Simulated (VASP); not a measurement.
# BaTaH4 (Pmm2) in VASP: a series of runs

The runs below take BaTaH4 through relaxation of cell and atoms, single point, with PBE.

Everything below comes from runs of VASP 6.6.1. Logs are shortened: lines on timing, memory, paths and dates and some standing lists are left out, and cuts for length are marked.

## (1) The cell of the first run

It takes space group Pmm2 (No. 25, orthorhombic). The conventional cell has a = 3.054 Å, b = 3.236 Å, c = 6.860 Å, α = 90.00°, β = 90.00°, γ = 90.00°. Within 3.3 Å of Ba (site symmetry mm2) lie 12 H at 2.35 to 3.18 Å and 4 Ba at 3.05 to 3.24 Å. Within 2.7 Å of Ta (site symmetry mm2) lie 10 H at 2.04 to 2.49 Å. Within 2.1 Å of H (site symmetry mm2) lie 3 H at 1.61 to 1.83 Å. Within 3.3 Å of H (site symmetry mm2) lie 7 H at 2.33 to 3.24 Å and 4 Ba at 2.35 Å and 2 Ta at 3.19 Å. H (site symmetry mm2) has 2 H at 1.83 Å and 2 Ta at 2.04 Å within 2.4 Å. Within 2.1 Å of H (site symmetry mm2) lie 1 H at 1.61 Å.

## (2) Relaxation of cell and atoms, PBE

Input file INCAR:

```
SYSTEM = BaTaH4
PREC     = Accurate       ! precision mode
ENCUT    = 500            ! plane-wave cutoff, eV
EDIFF    = 1E-7           ! SCF threshold, eV
ISMEAR   = 0              ! smearing method
SIGMA    = 0.1            ! smearing width, eV
LREAL    = .False.        ! projectors in reciprocal space
LASPH    = .True.         ! aspherical terms in the spheres
NELM     = 120            ! most SCF steps
ALGO     = Normal         ! electronic algorithm
ISIF     = 3              ! what is computed and relaxed
LWAVE    = .False.        ! write WAVECAR
LCHARG   = .False.        ! write CHGCAR
GGA      = PE             ! functional
IBRION   = 2              ! ionic algorithm
NSW      = 90             ! ionic steps
EDIFFG   = -0.04          ! ionic threshold
GGA_COMPAT= .False.      
NELMIN   = 4
```

Input file KPOINTS:

```
regular mesh
0
Gamma
  6 6 4
  0 0 0
```

Input file POSCAR:

```
BaTaH4
1.0
    3.0536861493      0.0000000000      0.0000000000
    0.0000000000      3.2361863058      0.0000000000
    0.0000000000      0.0000000000      6.8600257157
Ba Ta H
1 1 4
Direct
    0.0000000000      0.0000000000      0.9667662811
    0.0000000000      0.5000000000      0.4464622845
    0.5000000000      0.0000000000      0.3736806959
    0.5000000000      0.5000000000      0.8543271926
    0.5000000000      0.5000000000      0.2496774697
    0.5000000000      0.0000000000      0.6090860762
```

Potentials or basis: VASP PAW PBE potentials, release 64 (Ba_sv, Ta_sv_GW, H).

Launch:

```sh
$ cat potpaw_PBE.64/Ba_sv/POTCAR potpaw_PBE.64/Ta_sv_GW/POTCAR potpaw_PBE.64/H/POTCAR > POTCAR
$ mpirun -np 1 vasp_std > vasp.out
```

OUTCAR:

```text
SYSTEM = BaTaH4
   PREC = Accurate
   ENCUT = 500
   EDIFF = 1E-7
   ISMEAR = 0
   LREAL = .False.
   LASPH = .True.
   NELM = 120
   ISIF = 3
   GGA = PE
   IBRION = 2
   NSW = 90
   EDIFFG = -0.04
   NELMIN = 4

 ion  position               nearest neighbor table
   1  0.000  0.000  0.967-   4 2.35   4 2.35   4 2.35   4 2.35   2 3.67   2 3.67   2 3.92   2 3.92

   2  0.000  0.500  0.446-   5 2.04   5 2.04   1 3.67   1 3.67   1 3.92   1 3.92
   3  0.500  0.000  0.374-
   4  0.500  0.500  0.854-   1 2.35   1 2.35   1 2.35   1 2.35
   5  0.500  0.500  0.250-   2 2.04   2 2.04
   6  0.500  0.000  0.609-

  LATTYP: Found a simple orthorhombic cell.
 ALAT       =     3.0536861493
 B/A-ratio  =     1.0597638878
 C/A-ratio  =     2.2464737305

  Lattice vectors:

 A1 = (   3.0536861493,   0.0000000000,   0.0000000000)
 A2 = (   0.0000000000,   3.2361863058,   0.0000000000)
 A3 = (   0.0000000000,   0.0000000000,   6.8600257157)

Analysis of symmetry for initial positions (statically):
=====================================================================
 Subroutine PRICEL returns:
 Original cell was already a primitive cell.

 Routine SETGRP: Setting up the symmetry group for a
 simple orthorhombic supercell.

 Subroutine GETGRP returns: Found  4 space group operations
 (whereof  4 operations were pure point group operations)
 out of a pool of  8 trial point group operations.

The static configuration has the point symmetry C_2v.

Analysis of symmetry for dynamics (positions and initial velocities):
=====================================================================
 Subroutine PRICEL returns:
 Original cell was already a primitive cell.

 Routine SETGRP: Setting up the symmetry group for a
 simple orthorhombic supercell.

 Subroutine GETGRP returns: Found  4 space group operations
 (whereof  4 operations were pure point group operations)
 out of a pool of  8 trial point group operations.

The dynamic configuration has the point symmetry C_2v.

 Subroutine INISYM returns: Found  4 space group operations
 (whereof  4 operations are pure point group operations),
 and found     1 'primitive' translations

----------------------------------------------------------------------------------------

                                     Primitive cell

  volume of cell :      67.7928

  direct lattice vectors                    reciprocal lattice vectors
     3.053686149  0.000000000  0.000000000     0.327473077  0.000000000  0.000000000
     0.000000000  3.236186306  0.000000000     0.000000000  0.309005695  0.000000000
     0.000000000  0.000000000  6.860025716     0.000000000  0.000000000  0.145772048

  length of vectors
     3.053686149  3.236186306  6.860025716     0.327473077  0.309005695  0.145772048

  position of ions in fractional coordinates (direct lattice)
     0.000000000  0.000000000  0.966766281
     0.000000000  0.500000000  0.446462285
     0.500000000  0.000000000  0.373680696
     0.500000000  0.500000000  0.854327193
     0.500000000  0.500000000  0.249677470
     0.500000000  0.000000000  0.609086076

  ion indices of the primitive-cell ions
   primitive index   ion index
                 1           1
                 2           2
                 3           3
                 4           4
                 5           5
                 6           6

----------------------------------------------------------------------------------------

 KPOINTS: regular mesh

Automatic generation of k-mesh.
 Grid dimensions read from file:
 generate k-points for:    6    6    4

 Generating k-lattice:

  Cartesian coordinates                     Fractional coordinates (reciprocal lattice)
     0.054578846  0.000000000  0.000000000     0.166666667  0.000000000  0.000000000
     0.000000000  0.051500949  0.000000000     0.000000000  0.166666667  0.000000000
     0.000000000  0.000000000  0.036443012     0.000000000  0.000000000  0.250000000

  Length of vectors
     0.054578846  0.051500949  0.036443012

  Shift w.r.t. Gamma in fractional coordinates (k-lattice)
     0.000000000  0.000000000  0.000000000

 Subroutine IBZKPT returns following result:
 ===========================================

 Found     48 irreducible k-points:

 Following reciprocal coordinates:
            Coordinates               Weight
  0.000000  0.000000  0.000000      1.000000
  0.166667  0.000000  0.000000      2.000000
  0.333333  0.000000  0.000000      2.000000
  0.500000  0.000000  0.000000      1.000000
  0.000000  0.166667  0.000000      2.000000
  0.166667  0.166667  0.000000      4.000000
[... 16 lines left out ...]
  0.333333  0.166667  0.250000      8.000000
  0.500000  0.166667  0.250000      4.000000
 [... further k-points ...]
   k-points           NKPTS =     48   k-points in BZ     NKDIM =     48   number of bands    NBANDS=     17
   number of dos      NEDOS =    301   number of ions     NIONS =      6
   total plane-waves  NPLWV =  28800
   dimension x,y,z NGX =    24 NGY =   24 NGZ =   50
   dimension x,y,z NGXF=    48 NGYF=   48 NGZF=  100
   ions per type =               1   1   4
   NGX,Y,Z   is equivalent  to a cutoff of  13.07, 12.33, 12.12 a.u.
   NGXF,Y,Z  is equivalent  to a cutoff of  26.13, 24.66, 24.23 a.u.
 SYSTEM =  BaTaH4
   PREC   = accura    normal or accurate (medium, high low for compatibility)
   ISTART =      0    job   : 0-new  1-cont  2-samecut
   ICHARG =      2    charge: 1-file 2-atom 10-const
   ISPIN  =      1    spin polarized calculation?
   LNONCOLLINEAR =      F non collinear calculations
   LSORBIT =      F    spin-orbit coupling
   LASPH  =      T    aspherical Exc in radial PAW
   ENCUT  =  500.0 eV  36.75 Ry    6.06 a.u.   5.57  5.90 12.51*2*pi/ulx,y,z
   NELM   =    120;   NELMIN=  4; NELMDL= -5     # of ELM steps
   EDIFF  = 0.1E-06   stopping-criterion for ELM
   LREAL  =      F    real-space projection
   EDIFFG = -.4E-01   stopping-criterion for IOM
   NSW    =     90    number of steps for IOM
   IBRION =      2    ionic relax: 0-MD 1-quasi-New 2-CG
   NFREE  =      1    steps in history (QN), initial steepest desc. (CG)
   ISIF   =      3    stress and relaxation
   ISYM   =      2    0-nonsym 1-usesym 2-fastsym
   POTIM  = 0.5000    time-step for ionic-motion
   TEBEG  =    0.0;   TEEND  =   0.0 temperature during run
   PSTRESS=    0.0 pullay stress
   NELECT =      27.0000    total number of electrons
   NUPDOWN=      -1.0000    fix difference up-down
   EMIN   =  10.00;   EMAX   =-10.00  energy-range for DOS
   EFERMI =   0.00;   METHOD = LEGACY
   ISMEAR =     0;   SIGMA  =   0.10  broadening in eV -4-tet -1-fermi 0-gaus
   EFERMI_NEDOS =   21; number of points for ismear=-14 and -15
   IALGO  =     38    algorithm
   IMIX   =      4    mixing-type and parameters
     AMIX     =   0.40;   BMIX     =  1.00
     AMIX_MAG =   1.60;   BMIX_MAG =  1.00
  volume/ion in A,a.u.               =      11.30        76.25
  Fermi-wavevector in a.u.,A,eV,Ry     =   1.204485  2.276147 19.739129  1.450785
  Thomas-Fermi vector in A             =   2.340209
   LORBIT       =      0    0 simple, 1 ext, 2 COOP (PROOUT), +10 PAW based schemes
   GGA     = PE    functional components
   LHFCALC =     F    Hartree Fock is set to
   AEXX    =    0.0000 exact exchange contribution
   IVDW    =     0    specifies the selected vdW correction
   LEPSILON=     F    determine dielectric tensor
   LRPA    =     F    only Hartree local field effects (RPA)
 conjugate gradient relaxation of ions
 non-spin polarized calculation
 Gauss-broadening in eV      SIGMA  =   0.10
  energy-cutoff  :      500.00
  volume of cell :       67.79
 maximum number of plane-waves:      1744
 NGX is ok and might be reduce to    24
   NGX = 11   NGY = 11   NGZ = 25

--------------------------------------- Ionic step        1  -------------------------------------------

 number of electron      26.9999997 magnetization

 Free energy of the ion-electron system (eV)
  ---------------------------------------------------
  ext. energy  EPLUGINS =         0.00000000
  ---------------------------------------------------
  free energy    TOTEN  =       -26.91321363 eV

  energy without entropy =      -26.89617376  energy(sigma->0) =      -26.90469370

------------------------ aborting loop because EDIFF is reached ----------------------------------------

  FORCE on cell =-STRESS in cart. coord.  units (eV):
  Direction    XX          YY          ZZ          XY          YZ          ZX
  --------------------------------------------------------------------------------------
  -------------------------------------------------------------------------------------
  Total        0.1455111      1.2258995      0.5464712      0.0000000      0.0000000      0.0000000
  in kB        3.4389287     28.9722216     12.9149935      0.0000000      0.0000000      0.0000000
  external PRESSURE =      15.1087146 kB  Pullay stress =       0.0000000 kB
[... 101 lines left out ...]
  FREE ENERGIE OF THE ION-ELECTRON SYSTEM (eV)
  ---------------------------------------------------
  free  energy   TOTEN  =       -26.9268399107 eV

  energy  without entropy=      -26.9086594413  energy(sigma->0) =      -26.91774968

[... ionic steps 4 to 34 ...]

--------------------------------------- Ionic step       35  -------------------------------------------

 number of electron      27.0000005 magnetization

------------------------ aborting loop because EDIFF is reached ----------------------------------------

  FORCE on cell =-STRESS in cart. coord.  units (eV):
  Direction    XX          YY          ZZ          XY          YZ          ZX
  --------------------------------------------------------------------------------------
  -------------------------------------------------------------------------------------
  Total       -0.1700828     -0.1146791      0.0048837      0.0000000      0.0000000      0.0000000
  in kB       -4.1306929     -2.7851382      0.1186062      0.0000000      0.0000000      0.0000000
  external PRESSURE =      -2.2657416 kB  Pullay stress =       0.0000000 kB
[... 65 lines left out ...]
  energy  without entropy=      -27.2187825843  energy(sigma->0) =      -27.22814189

--------------------------------------- Ionic step       37  -------------------------------------------

 number of electron      27.0000005 magnetization

 Free energy of the ion-electron system (eV)
  ---------------------------------------------------
  ext. energy  EPLUGINS =         0.00000000
  ---------------------------------------------------
  free energy    TOTEN  =       -27.23774845 eV

  energy without entropy =      -27.21907705  energy(sigma->0) =      -27.22841275

 E-fermi :   6.0611     XC(G=0): -10.7323

 val. band max:        6.0430766095   @ k =   0.3333   0.3333   0.5000
 cond. band min:       6.0614500890   @ k =   0.3333   0.3333   0.2500
 fundamental gap:      0.0183734796
 Fermi energy:         6.0610714579

 k-point     1 :       0.0000    0.0000    0.0000
  band No.  band energies     occupation
      1     -62.5700      2.00000
      2     -29.0370      2.00000
      3     -28.9780      2.00000
      4     -28.6983      2.00000
      5     -23.1092      2.00000
      6      -8.3821      2.00000
[... 9 lines left out ...]
     16       7.6584      0.00000
     17       8.2954      0.00000
[... 443 lines left out ...]
      1     -62.5400      2.00000
      2     -29.2504      2.00000
      3     -29.0240      2.00000
      4     -28.9003      2.00000
      5     -22.1106      2.00000
      6     -10.4164      2.00000
[... 9 lines left out ...]
     16       6.6777      0.00000
     17       7.6820      0.00000

 [... further k-points ...]
[... 5 lines left out ...]
  --------------------------------------------------------------------------------------
  -------------------------------------------------------------------------------------
  Total        0.1284914     -0.0163939      0.0256077      0.0000000      0.0000000      0.0000000
  in kB        3.1338528     -0.3998407      0.6245611      0.0000000      0.0000000      0.0000000
  external PRESSURE =       1.1195244 kB  Pullay stress =       0.0000000 kB
[... 21 lines left out ...]
  FREE ENERGIE OF THE ION-ELECTRON SYSTEM (eV)
  ---------------------------------------------------
  free  energy   TOTEN  =       -27.2377484518 eV

  energy  without entropy=      -27.2190770465  energy(sigma->0) =      -27.22841275

 reached required accuracy - stopping structural energy minimisation
```

Run time: 15 min. Hardware: 1 thread of Intel Xeon Platinum 8375C at 2.90GHz (Ice Lake), shared host; peak memory 0.25 GiB.

Results:

```
Free energy                           : -27.2377 eV
Relaxed volume                        : 10.95 Å³/atom
Relaxed cell                          : a = 2.994 Å, b = 3.365 Å, c = 6.521 Å, α = 90.00°, β = 90.00°, γ = 90.00°
Space group after relaxing (to 0.1 Å) : Pmmm (No. 47)
Energy gained by relaxing             : 54.1 meV/atom
Ionic steps                           : 37
Pressure after relaxing               : 0.1 GPa
Largest force after relaxing          : 0.035 eV/Å
Band gap on the k mesh                : zero (an odd number of electrons rules out a gap without spin polarisation)
```

Forces in eV/Å, atoms in the order of the input:
```
Ba   0.000  0.000 -0.032
Ta   0.000  0.000  0.017
H    0.000  0.000  0.016
H    0.000  0.000  0.035
H    0.000  0.000 -0.015
H    0.000  0.000 -0.022
```

Stress tensor (GPa, compression positive):
```
 0.31  0.00  0.00
 0.00 -0.04  0.00
 0.00  0.00  0.06
```

The path:
```csv
step,energy change (eV),largest force (eV/Å),pressure (GPa),volume (Å³)
1,0.0000,0.1704,1.51,67.79
2,-0.0122,0.1206,0.10,68.84
3,-0.0136,0.1070,-0.57,69.37
4,-0.0167,0.0863,-0.29,69.15
5,-0.0180,0.0656,0.02,68.91
6,-0.0193,0.0588,-0.08,68.85
7,-0.0213,0.0483,-0.33,68.68
8,-0.0222,0.0609,0.07,68.22
9,-0.0223,0.0669,0.26,68.01
10,-0.0232,0.0654,0.23,67.89
11,-0.0250,0.0590,0.16,67.52
12,-0.0242,0.1675,0.08,66.79
13,-0.0254,0.0936,0.13,67.23
14,-0.0263,0.0866,0.07,67.17
15,-0.0287,0.0707,-0.10,67.00
16,-0.0338,0.1178,-0.39,66.65
17,-0.0494,0.1939,-0.73,65.93
18,-0.1958,0.5333,0.39,64.44
19,0.8267,3.4194,16.29,61.23
20,-0.2030,0.5172,0.99,64.14
21,-0.1219,0.7466,5.82,62.77
22,-0.2216,0.3514,1.85,63.80
23,-0.2243,0.2902,2.50,63.58
24,-0.2244,0.2828,2.25,63.66
25,-0.2504,0.2741,-2.31,66.26
26,-0.2565,0.2736,-1.00,65.44
27,-0.2793,0.2092,-0.58,65.02
28,-0.2969,0.1654,0.23,64.35
29,-0.2972,0.1695,0.41,64.23
30,-0.3070,0.1153,0.38,64.62
31,-0.3075,0.1414,0.38,64.73
32,-0.3157,0.1224,-0.47,65.54
33,-0.3178,0.1032,-1.20,66.28
34,-0.3223,0.0662,-0.71,66.12
35,-0.3237,0.0644,-0.23,65.97
36,-0.3243,0.0504,-0.07,65.84
37,-0.3245,0.0350,0.11,65.69
```

Final structure:
```xyz
6
Lattice="2.9940 0.0000 0.0000 0.0000 3.3646 0.0000 0.0000 0.0000 6.5211" Properties=species:S:1:pos:R:3 pbc="T T T"
Ba    0.0000    0.0000    0.0061
Ta    0.0000    1.6823    3.2586
H     1.4970    0.0000    2.6266
H     1.4970    1.6823    4.6384
H     1.4970    1.6823    1.8734
H     1.4970    0.0000    3.8996
```

Levels at points of the mesh, in eV from the Fermi level:
| k point | band 10 | band 11 | band 12 | band 13 | band 14 | band 15 | band 16 | band 17 |
| --- | --- | --- | --- | --- | --- | --- | --- | --- |
| (0.00, 0.00, 0.00) | -5.30 | -5.13 | -2.55 | -0.32 | -0.22 | 0.45 | 1.60 | 2.23 |
| (0.50, 0.00, 0.00) | -7.46 | -3.55 | -1.58 | -0.92 | -0.83 | 0.52 | 1.43 | 1.62 |
| (0.00, 0.50, 0.00) | -7.27 | -5.25 | -3.65 | -1.46 | 0.70 | 1.08 | 1.97 | 3.27 |
| (0.50, 0.50, 0.00) | -6.01 | -5.11 | -1.98 | -0.68 | -0.48 | 0.00 | 0.76 | 1.06 |
| (0.00, 0.00, 0.50) | -6.54 | -4.70 | -1.73 | -1.21 | -0.21 | 0.78 | 1.71 | 2.77 |
| (0.50, 0.00, 0.50) | -6.97 | -3.05 | -2.37 | -0.81 | -0.06 | 0.62 | 1.62 | 1.62 |
| (0.00, 0.50, 0.50) | -7.76 | -4.53 | -4.04 | -2.42 | 0.67 | 1.06 | 1.91 | 2.98 |
| (0.50, 0.50, 0.50) | -6.41 | -4.18 | -1.64 | -1.43 | -1.17 | -0.50 | 0.53 | 2.26 |

Caveat: spin-orbit coupling is left out, which moves the levels of the heavy elements; an odd number of electrons without spin polarisation forces a metal; a magnetic or distorted state may lie lower.

## (3) Single point, PBE

This run uses another cell than the first one, of 11.17 Å³/atom.

Input file INCAR:

```
ALGO = Normal ; EDIFF = 1E-6
ENCUT = 500 ; GGA = PE
GGA_COMPAT = F ; ISIF = 2
ISMEAR = 0 ; LASPH = T
LCHARG = F ; LREAL = F
LWAVE = F ; NBANDS = 22
NELM = 120 ; PREC = Accurate
SIGMA = 0.1
```

Input file KPOINTS:

```
k-points
0
Gamma
  12 12 6
```

Input file POSCAR:

```
BaTaH4
1.0
    3.0030425596      0.0000000000      0.0000000000
    0.0000000000      3.2750845227      0.0000000000
    0.0000000000      0.0000000000      6.8163411515
Ba Ta H
1 1 4
Direct
    0.0000000000      0.0000000000      0.9689644997
    0.0000000000      0.5000000000      0.4510761251
    0.5000000000      0.0000000000      0.3757198224
    0.5000000000      0.5000000000      0.8468450691
    0.5000000000      0.5000000000      0.2442090483
    0.5000000000      0.0000000000      0.6131854354
```

Potentials or basis: VASP PAW PBE potentials, release 64 (Ba_sv, Ta_sv_GW, H).

Launch:

```sh
$ cat potpaw_PBE.64/Ba_sv/POTCAR potpaw_PBE.64/Ta_sv_GW/POTCAR potpaw_PBE.64/H/POTCAR > POTCAR
$ mpirun -np 1 vasp_std > vasp.out
```

Wall time 4.2 min (1 thread of Intel Xeon Platinum 8375C at 2.90GHz (Ice Lake), shared host); peak memory 0.42 GiB.

Results (log left out):

```
Free energy            : -26.9678 eV
Pressure               : 1.4 GPa
Largest force          : 0.116 eV/Å
Band gap on the k mesh : zero (an odd number of electrons rules out a gap without spin polarisation)
```

Forces on the atoms (eV/Å):
```
Ba   0.000  0.000  0.082
Ta   0.000  0.000  0.003
H    0.000  0.000  0.022
H    0.000  0.000 -0.116
H    0.000  0.000  0.049
H    0.000  0.000 -0.041
```

Stress tensor (GPa, compression positive):
```
1.94 0.00 0.00
0.00 1.64 0.00
0.00 0.00 0.64
```

Levels at points of the mesh, in eV from the Fermi level:
```tsv
k point	band 10	band 11	band 12	band 13	band 14	band 15	band 16	band 17
(0.00, 0.00, 0.00)	-5.04	-4.73	-2.42	-2.04	-0.26	0.81	1.71	2.53
(0.50, 0.00, 0.00)	-6.03	-3.45	-2.26	-0.83	-0.38	0.67	1.48	1.60
(0.00, 0.50, 0.00)	-6.46	-3.99	-3.99	-1.67	0.91	1.01	1.65	2.09
(0.50, 0.50, 0.00)	-6.16	-4.96	-2.27	-0.70	0.01	1.00	1.09	1.49
(0.00, 0.00, 0.50)	-6.26	-3.78	-2.85	-1.93	-0.26	0.99	1.79	2.82
(0.50, 0.00, 0.50)	-5.60	-3.09	-2.75	-0.37	-0.10	0.46	0.75	1.57
(0.00, 0.50, 0.50)	-6.47	-4.69	-3.28	-1.96	0.86	1.00	1.88	2.06
(0.50, 0.50, 0.50)	-6.37	-4.51	-1.34	-1.19	-1.11	0.08	0.79	2.55
```

Caveat: spin-orbit coupling is left out, which moves the levels of the heavy elements; an odd number of electrons without spin polarisation forces a metal; a magnetic or distorted state may lie lower.

[end of part 1 of 2]

The gap in the log of VASP goes by the Fermi energy; the results here count the filled bands.